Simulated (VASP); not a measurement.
# Al4BSbP2 (P-4m2) in VASP: single point with PBE

Aim: the single point of Al4BSbP2 with PBE.

Everything below comes from runs of VASP 6.6.1. Logs are shortened: lines on timing, memory, paths and dates and some standing lists are left out, and cuts for length are marked.

**1. The cell of the first run**

It takes space group P-4m2 (No. 115, tetragonal). The conventional cell has a = 4.003 Å, b = 4.003 Å, c = 10.549 Å, α = 90.00°, β = 90.00°, γ = 90.00°. Within 2.8 Å of Al (site symmetry 2mm) lie 2 B at 2.13 Å and 2 P at 2.49 Å. Within 3.1 Å of Al (site symmetry 2mm) lie 2 P at 2.37 Å and 2 Sb at 2.69 Å. B (site symmetry -4m2) has 4 Al at 2.13 Å within 2.8 Å. Within 3.5 Å of Sb (site symmetry -4m2) lie 4 Al at 2.69 Å. Within 3.1 Å of P (site symmetry 2mm) lie 4 Al at 2.37 to 2.49 Å.

**2. Single point, PBE**

INCAR reads:

```
PREC = Accurate
ENCUT = 520
EDIFF = 1E-6
ISMEAR = 0
SIGMA = 0.2
LREAL = False
LASPH = True
NELM = 80
ALGO = Normal
ISIF = 2
LWAVE = False
LCHARG = False
GGA = PE
NBANDS = 25
```

KPOINTS reads:

```
regular mesh
0
Gamma
  4 4 2
```

POSCAR reads:

```
Al4BSbP2
1.0
    4.0031855019      0.0000000000      0.0000000000
    0.0000000000      4.0031855019      0.0000000000
    0.0000000000      0.0000000000     10.5485521928
Al B Sb P
4 1 1 2
Direct
    0.0000000000      0.5000000000      0.0694488962
    0.5000000000      0.0000000000      0.9305511038
    0.5000000000      0.0000000000      0.3297770227
    0.0000000000      0.5000000000      0.6702229773
    0.0000000000      0.0000000000      0.0000000000
    0.0000000000      0.0000000000      0.5000000000
    0.5000000000      0.5000000000      0.7908021520
    0.5000000000      0.5000000000      0.2091978480
```

Potentials or basis: VASP PAW PBE potentials, release 64 (Al, B, Sb, P).

The run is started by

```bash
$ cat potpaw_PBE.64/Al/POTCAR potpaw_PBE.64/B/POTCAR potpaw_PBE.64/Sb/POTCAR potpaw_PBE.64/P/POTCAR > POTCAR
$ mpirun -np 1 vasp_std > vasp.out
```

OUTCAR:

```text
PREC = Accurate
   ENCUT = 520
   EDIFF = 1E-6
   ISMEAR = 0
   LREAL = False
   LASPH = True
   NELM = 80
   ISIF = 2
   GGA = PE

 ion  position               nearest neighbor table
   1  0.000  0.500  0.069-   5 2.13   5 2.13   8 2.49   8 2.49   2 3.19   2 3.19   2 3.19   2 3.19

   2  0.500  0.000  0.931-   5 2.13   5 2.13   7 2.49   7 2.49   1 3.19   1 3.19   1 3.19   1 3.19

   3  0.500  0.000  0.330-   8 2.37   8 2.37   6 2.69   6 2.69
   4  0.000  0.500  0.670-   7 2.37   7 2.37   6 2.69   6 2.69
   5  0.000  0.000  0.000-   1 2.13   2 2.13   1 2.13   2 2.13
   6  0.000  0.000  0.500-   3 2.69   4 2.69   4 2.69   3 2.69
   7  0.500  0.500  0.791-   4 2.37   4 2.37   2 2.49   2 2.49
   8  0.500  0.500  0.209-   3 2.37   3 2.37   1 2.49   1 2.49

  LATTYP: Found a simple tetragonal cell.
 ALAT       =     4.0031855019
 C/A-ratio  =     2.6350395673

  Lattice vectors:

 A1 = (   4.0031855019,   0.0000000000,   0.0000000000)
 A2 = (   0.0000000000,   4.0031855019,   0.0000000000)
 A3 = (   0.0000000000,   0.0000000000,  10.5485521928)

Analysis of symmetry for initial positions (statically):
=====================================================================
 Subroutine PRICEL returns:
 Original cell was already a primitive cell.

 Routine SETGRP: Setting up the symmetry group for a
 simple tetragonal supercell.

 Subroutine GETGRP returns: Found  8 space group operations
 (whereof  8 operations were pure point group operations)
 out of a pool of 16 trial point group operations.

The static configuration has the point symmetry D_2d.

Analysis of symmetry for dynamics (positions and initial velocities):
=====================================================================
 Subroutine PRICEL returns:
 Original cell was already a primitive cell.

 Routine SETGRP: Setting up the symmetry group for a
 simple tetragonal supercell.

 Subroutine GETGRP returns: Found  8 space group operations
 (whereof  8 operations were pure point group operations)
 out of a pool of 16 trial point group operations.

The dynamic configuration has the point symmetry D_2d.

 Subroutine INISYM returns: Found  8 space group operations
 (whereof  8 operations are pure point group operations),
 and found     1 'primitive' translations

----------------------------------------------------------------------------------------

                                     Primitive cell

  volume of cell :     169.0458

  direct lattice vectors                    reciprocal lattice vectors
     4.003185502  0.000000000  0.000000000     0.249801065  0.000000000  0.000000000
     0.000000000  4.003185502  0.000000000     0.000000000  0.249801065  0.000000000
     0.000000000  0.000000000 10.548552193     0.000000000  0.000000000  0.094799740

  length of vectors
     4.003185502  4.003185502 10.548552193     0.249801065  0.249801065  0.094799740

  position of ions in fractional coordinates (direct lattice)
     0.000000000  0.500000000  0.069448896
     0.500000000  0.000000000  0.930551104
     0.500000000  0.000000000  0.329777023
     0.000000000  0.500000000  0.670222977
     0.000000000  0.000000000  0.000000000
     0.000000000  0.000000000  0.500000000
     0.500000000  0.500000000  0.790802152
     0.500000000  0.500000000  0.209197848

  ion indices of the primitive-cell ions
   primitive index   ion index
                 1           1
                 2           2
                 3           3
                 4           4
                 5           5
                 6           6
                 7           7
                 8           8

----------------------------------------------------------------------------------------

 KPOINTS: regular mesh

Automatic generation of k-mesh.
 Grid dimensions read from file:
 generate k-points for:    4    4    2

 Generating k-lattice:

  Cartesian coordinates                     Fractional coordinates (reciprocal lattice)
     0.062450266  0.000000000  0.000000000     0.250000000  0.000000000  0.000000000
     0.000000000  0.062450266  0.000000000     0.000000000  0.250000000  0.000000000
     0.000000000  0.000000000  0.047399870     0.000000000  0.000000000  0.500000000

  Length of vectors
     0.062450266  0.062450266  0.047399870

  Shift w.r.t. Gamma in fractional coordinates (k-lattice)
     0.000000000  0.000000000  0.000000000

 Subroutine IBZKPT returns following result:
 ===========================================

 Found     12 irreducible k-points:

 Following reciprocal coordinates:
            Coordinates               Weight
  0.000000  0.000000  0.000000      1.000000
  0.250000  0.000000  0.000000      4.000000
  0.500000  0.000000  0.000000      2.000000
  0.250000  0.250000  0.000000      4.000000
  0.500000  0.250000  0.000000      4.000000
  0.500000  0.500000  0.000000      1.000000
  0.000000  0.000000  0.500000      1.000000
  0.250000  0.000000  0.500000      4.000000
  0.500000  0.000000  0.500000      2.000000
  0.250000  0.250000  0.500000      4.000000
  0.500000  0.250000  0.500000      4.000000
  0.500000  0.500000  0.500000      1.000000
   k-points           NKPTS =     12   k-points in BZ     NKDIM =     12   number of bands    NBANDS=     25
   number of dos      NEDOS =    301   number of ions     NIONS =      8
   total plane-waves  NPLWV =  72000
   dimension x,y,z NGX =    30 NGY =   30 NGZ =   80
   dimension x,y,z NGXF=    60 NGYF=   60 NGZF=  160
   ions per type =               4   1   1   2
   NGX,Y,Z   is equivalent  to a cutoff of  12.46, 12.46, 12.61 a.u.
   NGXF,Y,Z  is equivalent  to a cutoff of  24.92, 24.92, 25.22 a.u.
 SYSTEM =  unknown system
   PREC   = accura    normal or accurate (medium, high low for compatibility)
   ISTART =      0    job   : 0-new  1-cont  2-samecut
   ICHARG =      2    charge: 1-file 2-atom 10-const
   ISPIN  =      1    spin polarized calculation?
   LNONCOLLINEAR =      F non collinear calculations
   LSORBIT =      F    spin-orbit coupling
   LASPH  =      T    aspherical Exc in radial PAW
   ENCUT  =  520.0 eV  38.22 Ry    6.18 a.u.   7.44  7.44 19.61*2*pi/ulx,y,z
   NELM   =     80;   NELMIN=  2; NELMDL= -5     # of ELM steps
   EDIFF  = 0.1E-05   stopping-criterion for ELM
   LREAL  =      F    real-space projection
   EDIFFG = 0.1E-04   stopping-criterion for IOM
   NSW    =      0    number of steps for IOM
   IBRION =     -1    ionic relax: 0-MD 1-quasi-New 2-CG
   NFREE  =      0    steps in history (QN), initial steepest desc. (CG)
   ISIF   =      2    stress and relaxation
   ISYM   =      2    0-nonsym 1-usesym 2-fastsym
   POTIM  = 0.5000    time-step for ionic-motion
   TEBEG  =    0.0;   TEEND  =   0.0 temperature during run
   PSTRESS=    0.0 pullay stress
   NELECT =      30.0000    total number of electrons
   NUPDOWN=      -1.0000    fix difference up-down
   EMIN   =  10.00;   EMAX   =-10.00  energy-range for DOS
   EFERMI =   0.00;   METHOD = LEGACY
   ISMEAR =     0;   SIGMA  =   0.20  broadening in eV -4-tet -1-fermi 0-gaus
   EFERMI_NEDOS =   21; number of points for ismear=-14 and -15
   IALGO  =     38    algorithm
   IMIX   =      4    mixing-type and parameters
     AMIX     =   0.40;   BMIX     =  1.00
     AMIX_MAG =   1.60;   BMIX_MAG =  1.00
  volume/ion in A,a.u.               =      21.13       142.60
  Fermi-wavevector in a.u.,A,eV,Ry     =   0.919984  1.738519 11.515582  0.846371
  Thomas-Fermi vector in A             =   2.045239
   LORBIT       =      0    0 simple, 1 ext, 2 COOP (PROOUT), +10 PAW based schemes
   GGA     = PE    functional components
   LHFCALC =     F    Hartree Fock is set to
   AEXX    =    0.0000 exact exchange contribution
   IVDW    =     0    specifies the selected vdW correction
   LEPSILON=     F    determine dielectric tensor
   LRPA    =     F    only Hartree local field effects (RPA)
 non-spin polarized calculation
 Gauss-broadening in eV      SIGMA  =   0.20
  energy-cutoff  :      520.00
  volume of cell :      169.05
 maximum number of plane-waves:      4615
 NGX is ok and might be reduce to    30
   NGX = 15   NGY = 15   NGZ = 39

 number of electron      29.9999999 magnetization

 Free energy of the ion-electron system (eV)
  ---------------------------------------------------
  ext. energy  EPLUGINS =         0.00000000
  ---------------------------------------------------
  free energy    TOTEN  =       -36.88563855 eV

  energy without entropy =      -36.81417513  energy(sigma->0) =      -36.84990684

 E-fermi :   4.9655     XC(G=0):  -9.1517

 val. band max:        4.9323443366   @ k =   0.2500   0.0000   0.5000
 cond. band min:       4.9666345920   @ k =   0.5000   0.0000   0.5000
 fundamental gap:      0.0342902554
 Fermi energy:         4.9655106823

 k-point     1 :       0.0000    0.0000    0.0000
  band No.  band energies     occupation
      1      -6.5608      2.00000
      2      -5.9528      2.00000
      3      -5.0747      2.00000
      4      -2.7497      2.00000
      5      -0.3507      2.00000
      6       2.2073      2.00000
[... 17 lines left out ...]
     24       9.1772      0.00000
     25       9.2989      0.00000

 k-point     2 :       0.2500    0.0000    0.0000
  band No.  band energies     occupation
      1      -6.1724      2.00000
      2      -5.6657      2.00000
      3      -4.7631      2.00000
      4      -2.7161      2.00000
      5      -0.3105      2.00000
      6       0.3809      2.00000
[... 17 lines left out ...]
     24       9.3732      0.00000
     25       9.8559      0.00000
[... 250 lines left out ...]
     24      10.5526      0.00000
     25      10.7789      0.00000

 k-point    12 :       0.5000    0.5000    0.5000
  band No.  band energies     occupation
      1      -4.8681      2.00000
      2      -4.7298      2.00000
      3      -3.6135      2.00000
      4      -1.4090      2.00000
      5      -0.7785      2.00000
      6      -0.7785      2.00000
[... 17 lines left out ...]
     24       9.1155      0.00000
     25      12.3753      0.00000

------------------------ aborting loop because EDIFF is reached ----------------------------------------

  FORCE on cell =-STRESS in cart. coord.  units (eV):
  Direction    XX          YY          ZZ          XY          YZ          ZX
  --------------------------------------------------------------------------------------
  -------------------------------------------------------------------------------------
  Total       -0.4309378     -0.4309378     -0.2968450      0.0000000      0.0000000      0.0000000
  in kB       -4.0843304     -4.0843304     -2.8134294      0.0000000      0.0000000      0.0000000
  external PRESSURE =      -3.6606968 kB  Pullay stress =       0.0000000 kB

 VOLUME and BASIS-vectors are now :
 -----------------------------------------------------------------------------
  energy-cutoff  :      520.00
  volume of cell :      169.05
      direct lattice vectors                 reciprocal lattice vectors
     4.003185502  0.000000000  0.000000000     0.249801065  0.000000000  0.000000000
     0.000000000  4.003185502  0.000000000     0.000000000  0.249801065  0.000000000
     0.000000000  0.000000000 10.548552193     0.000000000  0.000000000  0.094799740

 POSITION                                       TOTAL-FORCE (eV/Angst)
 -----------------------------------------------------------------------------------
      0.00000      2.00159      0.73259        -0.000000      0.000000      0.012438
      2.00159      0.00000      9.81597        -0.000000      0.000000     -0.012438
      2.00159      0.00000      3.47867        -0.000000      0.000000     -0.038678
      0.00000      2.00159      7.06988        -0.000000      0.000000      0.038678
      0.00000      0.00000      0.00000        -0.000000      0.000000      0.000000
      0.00000      0.00000      5.27428         0.000000      0.000000      0.000000
      2.00159      2.00159      8.34182        -0.000000      0.000000      0.064557
      2.00159      2.00159      2.20673        -0.000000     -0.000000     -0.064557
 -----------------------------------------------------------------------------------
    total drift:                                0.000000      0.000000     -0.000000

  FREE ENERGIE OF THE ION-ELECTRON SYSTEM (eV)
  ---------------------------------------------------
  free  energy   TOTEN  =       -36.8856385483 eV

  energy  without entropy=      -36.8141751268  energy(sigma->0) =      -36.84990684
```

It took 85 s on 1 thread of Intel Xeon 8259CL, shared host; peak memory 0.28 GiB.

Results:

- Free energy: -36.8856 eV
- Pressure: -0.4 GPa
- Largest force: 0.065 eV/Å
- Band gap on the k mesh: zero (bands 15 and 16 overlap by 1.36 eV)

Forces on the atoms (eV/Å):
```
Al   0.000  0.000  0.012
Al   0.000  0.000 -0.012
Al   0.000  0.000 -0.039
Al   0.000  0.000  0.039
B    0.000  0.000  0.000
Sb   0.000  0.000  0.000
P    0.000  0.000  0.065
P    0.000  0.000 -0.065
```

Stress tensor (GPa, compression positive):
```
-0.41  0.00  0.00
 0.00 -0.41  0.00
 0.00  0.00 -0.28
```

Caveat: the k points lie up to 0.39 Å⁻¹ apart, too coarse for converged energies and pressures of a metal; spin-orbit coupling is left out, which moves the levels of the heavy elements.
